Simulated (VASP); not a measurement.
Input of a VASP 6.6.1 run:

Contents of INCAR:

```
PREC     = Accurate       # precision mode
ENCUT    = 500            # plane-wave cutoff, eV
EDIFF    = 1E-7           # SCF threshold, eV
ISMEAR   = 0              # smearing method
SIGMA    = 0.1            # smearing width, eV
LREAL    = False          # projectors in reciprocal space
LASPH    = True           # aspherical terms in the spheres
NELM     = 120            # most SCF steps
ALGO     = Normal         # electronic algorithm
ISIF     = 3              # what is computed and relaxed
LWAVE    = False          # write WAVECAR
LCHARG   = False          # write CHGCAR
GGA      = RP             # functional
IBRION   = 2              # ionic algorithm
NSW      = 80             # ionic steps
EDIFFG   = -0.02          # ionic threshold
PSTRESS  = 200.0        
GGA_COMPAT= False        
NELMIN   = 4
```

The input KPOINTS:

```
Automatic mesh
0
Gamma
  7 7 7
```

The input POSCAR:

```
Nb
1.0
    0.0000000000      2.8850000000      2.8850000000
    2.8850000000      0.0000000000      2.8850000000
    2.8850000000      2.8850000000      0.0000000000
Nb
2
Direct
    1.0000000000      1.0000000000      1.0000000000
    0.2500000000      0.2500000000      0.2500000000
```

Potentials or basis: VASP PAW PBE potentials, release 64 (Nb_sv).

The run is started by

```console
$ cat potpaw_PBE.64/Nb_sv/POTCAR > POTCAR
$ mpirun -np 1 vasp_std > vasp.out
```

(1) What does it give for the relaxed volume?

(2) Predict the band gap on the k mesh.

(3) What does it give for the space group after relaxing (to 0.1 Å)?

Results:

(1) 21.40 Å³/atom.

(2) zero (bands 13 and 14 overlap by 1.86 eV).

(3) Fd-3m (No. 227).

Caveat: the cell is relaxed towards a set pressure, so the run minimises the enthalpy, not the energy; the PAW data sets were made with another functional, which shifts forces and pressure a little.
